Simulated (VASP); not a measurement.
# MgO in VASP: notebook, part 3 of 3

VASP 6.6.1.

### Step 6. Single point, PBE (epitaxial 111 strain -4.0%)

Contents of INCAR:

```
  PREC = Accurate
  ENCUT = 520
  EDIFF = 1E-6
  ISMEAR = -1
  SIGMA = 0.02
  LREAL = False
  LASPH = True
  NELM = 60
  ALGO = Normal
  ISIF = 2
  LWAVE = False
  LCHARG = False
  GGA = PE
  NBANDS = 11
```

Contents of KPOINTS:

```
Automatic mesh
0
Gamma
  10 10 10
```

Contents of POSCAR:

```
MgO
1.0
    0.0748698301      2.0929505489      2.0929505489
    2.0929505489      0.0748698301      2.0929505489
    2.0929505489      2.0929505489      0.0748698301
Mg O
1 1
Direct
    0.0000000000      0.0000000000      0.0000000000
    0.5000000000      0.5000000000      0.5000000000
```

Potentials or basis: VASP PAW PBE potentials, release 64 (Mg, O).

On the command line:

```
cat potpaw_PBE.64/Mg/POTCAR potpaw_PBE.64/O/POTCAR > POTCAR
mpirun -np 1 vasp_std > vasp.out
```

OUTCAR:

```text
PREC = Accurate
   ENCUT = 520
   EDIFF = 1E-6
   ISMEAR = -1
   LREAL = False
   LASPH = True
   NELM = 60
   ISIF = 2
   GGA = PE

 ion  position               nearest neighbor table
   1  0.000  0.000  0.000-   2 2.06   2 2.06   2 2.06   2 2.06   2 2.06   2 2.06
   2  0.500  0.500  0.500-   1 2.06   1 2.06   1 2.06   1 2.06   1 2.06   1 2.06

  LATTYP: Found a trigonal (rhomboedric) cell.
 ALAT       =     2.9608258125
 COS(alpha) =     0.5354297987

  Lattice vectors:

 A1 = (   0.0748698301,   2.0929505489,   2.0929505489)
 A2 = (   2.0929505489,   0.0748698301,   2.0929505489)
 A3 = (   2.0929505489,   2.0929505489,   0.0748698301)

Analysis of symmetry for initial positions (statically):
=====================================================================
 Subroutine PRICEL returns:
 Original cell was already a primitive cell.

 Routine SETGRP: Setting up the symmetry group for a
 trigonal (rhombohedral) supercell.

 Subroutine GETGRP returns: Found 12 space group operations
 (whereof 12 operations were pure point group operations)
 out of a pool of 12 trial point group operations.

The static configuration has the point symmetry D_3d.

Analysis of symmetry for dynamics (positions and initial velocities):
=====================================================================
 Subroutine PRICEL returns:
 Original cell was already a primitive cell.

 Routine SETGRP: Setting up the symmetry group for a
 trigonal (rhombohedral) supercell.

 Subroutine GETGRP returns: Found 12 space group operations
 (whereof 12 operations were pure point group operations)
 out of a pool of 12 trial point group operations.

The dynamic configuration has the point symmetry D_3d.

 Subroutine INISYM returns: Found 12 space group operations
 (whereof 12 operations are pure point group operations),
[... 113 lines left out ...]
   IALGO  =     38    algorithm
   IMIX   =      4    mixing-type and parameters
     AMIX     =   0.40;   BMIX     =  1.00
     AMIX_MAG =   1.60;   BMIX_MAG =  1.00
  volume/ion in A,a.u.               =       8.68        58.55
  Fermi-wavevector in a.u.,A,eV,Ry     =   1.264687  2.389912 21.761612  1.599433
  Thomas-Fermi vector in A             =   2.397979
   LORBIT       =      0    0 simple, 1 ext, 2 COOP (PROOUT), +10 PAW based schemes
   GGA     = PE    functional components
   LHFCALC =     F    Hartree Fock is set to
   AEXX    =    0.0000 exact exchange contribution
   IVDW    =     0    specifies the selected vdW correction
   LEPSILON=     F    determine dielectric tensor
   LRPA    =     F    only Hartree local field effects (RPA)
 non-spin polarized calculation
  energy-cutoff  :      520.00
  volume of cell :       17.35
 maximum number of plane-waves:       489
 NGX is ok and might be reduce to    24
   NGX = 11   NGY = 11   NGZ = 11

 number of electron       7.9999998 magnetization

 Free energy of the ion-electron system (eV)
  ---------------------------------------------------
  ext. energy  EPLUGINS =         0.00000000
  ---------------------------------------------------
  free energy    TOTEN  =       -11.77900380 eV

  energy without entropy =      -11.77900380  energy(sigma->0) =      -11.77900380

 E-fermi :   4.3982     XC(G=0): -11.4358

 val. band max:        3.9347315557   @ k =   0.0000   0.0000   0.0000
 cond. band min:       9.1944503024   @ k =   0.0000   0.0000   0.0000
 fundamental gap:      5.2597187467
 Fermi energy:         4.3982494743

 k-point     1 :       0.0000    0.0000    0.0000
  band No.  band energies     occupation
      1     -13.8846      2.00000
      2       3.4712      2.00000
      3       3.9347      2.00000
      4       3.9347      2.00000
      5       9.1945      0.00000
      6      18.9990      0.00000
      7      20.5430      0.00000
      8      20.5430      0.00000
      9      24.0333      0.00000
     10      26.0106      0.00000
     11      26.0106      0.00000
[... 309 lines left out ...]
 k-point    24 :       0.4000    0.3000   -0.0000
  band No.  band energies     occupation
      1     -12.4597      2.00000
      2      -0.0288      2.00000
      3       2.3836      2.00000
      4       2.5572      2.00000
      5      13.5571      0.00000
      6      14.7117      0.00000
      7      18.1607      0.00000
      8      22.6000      0.00000
      9      23.5297      0.00000
     10      29.5004      0.00000
     11      32.0511      0.00000

 [... further k-points ...]
[... 5 lines left out ...]
  --------------------------------------------------------------------------------------
  -------------------------------------------------------------------------------------
  Total        1.9907462      1.9907462      1.9907462     -0.6751449     -0.6751449     -0.6751449
  in kB      183.8066545    183.8066545    183.8066545    -62.3364899    -62.3364899    -62.3364899
  external PRESSURE =     183.8066545 kB  Pullay stress =       0.0000000 kB

 VOLUME and BASIS-vectors are now :
 -----------------------------------------------------------------------------
  energy-cutoff  :      520.00
  volume of cell :       17.35
      direct lattice vectors                 reciprocal lattice vectors
     0.074869830  2.092950549  2.092950549    -0.252113775  0.243406543  0.243406543
     2.092950549  0.074869830  2.092950549     0.243406543 -0.252113775  0.243406543
     2.092950549  2.092950549  0.074869830     0.243406543  0.243406543 -0.252113775

 POSITION                                       TOTAL-FORCE (eV/Angst)
 -----------------------------------------------------------------------------------
      0.00000      0.00000      0.00000         0.000000      0.000000     -0.000000
      2.13039      2.13039      2.13039        -0.000000     -0.000000      0.000000
 -----------------------------------------------------------------------------------
    total drift:                               -0.000000     -0.000000      0.000000

  FREE ENERGIE OF THE ION-ELECTRON SYSTEM (eV)
  ---------------------------------------------------
  free  energy   TOTEN  =       -11.7790037990 eV

  energy  without entropy=      -11.7790037990  energy(sigma->0) =      -11.77900380
```

OSZICAR:

```text
N       E                     dE             d eps       ncg     rms          rms(c)
DAV:   1     0.123171856702E+02    0.12317E+02   -0.48011E+03  3000   0.655E+02
DAV:   2    -0.128959231380E+02   -0.25213E+02   -0.24733E+02  2920   0.135E+02
DAV:   3    -0.133669671432E+02   -0.47104E+00   -0.47078E+00  3060   0.158E+01
DAV:   4    -0.133680370398E+02   -0.10699E-02   -0.10699E-02  2792   0.856E-01
DAV:   5    -0.133680403831E+02   -0.33433E-05   -0.33433E-05  3005   0.465E-02    0.731E+00
DAV:   6    -0.117945091072E+02    0.15735E+01   -0.82745E+00  2702   0.163E+01    0.211E+00
DAV:   7    -0.117843203665E+02    0.10189E-01   -0.51033E-02  2876   0.202E+00    0.133E+00
DAV:   8    -0.117792903010E+02    0.50301E-02   -0.23163E-02  2708   0.173E+00    0.208E-01
DAV:   9    -0.117789839572E+02    0.30634E-03   -0.56691E-04  2981   0.163E-01    0.110E-01
DAV:  10    -0.117790030913E+02   -0.19134E-04   -0.38022E-04  2816   0.144E-01    0.105E-02
DAV:  11    -0.117790037990E+02   -0.70762E-06   -0.28397E-06  2978   0.139E-02
   1 F= -.11779004E+02 E0= -.11779004E+02  d E =-.190291E-12
```

It took 14 s on 1 thread of Intel Xeon 6975P-C, shared host; peak memory 0.15 GiB.

What came out:

```yaml
Free_energy: -11.7790 eV
Pressure: 18.4 GPa
Band_gap_on_the_k_mesh: 5.26 eV, direct
```

Levels at points of the mesh, in eV from the valence-band top:
| k point | band 1 | band 2 | band 3 | band 4 | band 5 | band 6 | band 7 | band 8 | band 9 |
| --- | --- | --- | --- | --- | --- | --- | --- | --- | --- |
| (0.00, 0.00, 0.00) | -17.82 | -0.46 | 0.00 | 0.00 | 5.26 | 15.06 | 16.61 | 16.61 | 20.10 |
| (0.50, 0.00, 0.00) | -16.28 | -5.05 | -1.14 | -0.81 | 8.04 | 13.46 | 16.35 | 17.05 | 21.67 |
| (0.50, 0.50, 0.00) | -16.05 | -4.55 | -1.84 | -1.37 | 8.92 | 10.75 | 13.67 | 19.66 | 20.33 |
| (0.50, 0.50, 0.50) | -16.49 | -5.31 | -0.63 | -0.63 | 8.63 | 12.67 | 17.74 | 17.74 | 22.35 |

Caveat: the cell differs from its parent crystal (epitaxial 111 strain -4.0%).

### Step 7. Summary

| level | cell | k mesh | smearing | gap on the mesh (eV) | pressure (GPa) |
| --- | --- | --- | --- | --- | --- |
| PBE | a = 2.980 Å, angles 61.2°, 2 atoms | 6 × 6 × 6 | gaussian 0.01 eV | 4.33 | -0.4 |
| PBE | a = 2.983 Å, angles 61.8°, 2 atoms | 6 × 6 × 6 | gaussian 0.01 eV | 4.11 | -2.8 |
| PBE | a = 2.987 Å, angles 62.3°, 2 atoms | 6 × 6 × 6 | gaussian 0.01 eV | 3.89 | -4.9 |
| r2SCAN | a = 2.973 Å, angles 60.0°, 2 atoms | 10 × 10 × 10 | gaussian 0.01 eV | 5.66 | -1.1 |
| PBE | a = 2.961 Å, angles 57.6°, 2 atoms | 10 × 10 × 10 | fermi-dirac 0.02 eV | 5.26 | 18.4 |

Alike in all rows: task single point; potentials or basis VASP PAW PBE potentials, release 64 (Mg, O); no spin polarisation; cutoff (eV) 520.

Caveats: some runs use coarse meshes; the PAW data sets were made with another functional, which shifts forces and pressure a little (some runs).

Total energies depend on the potentials used, so only differences within one code and one set of settings carry meaning.
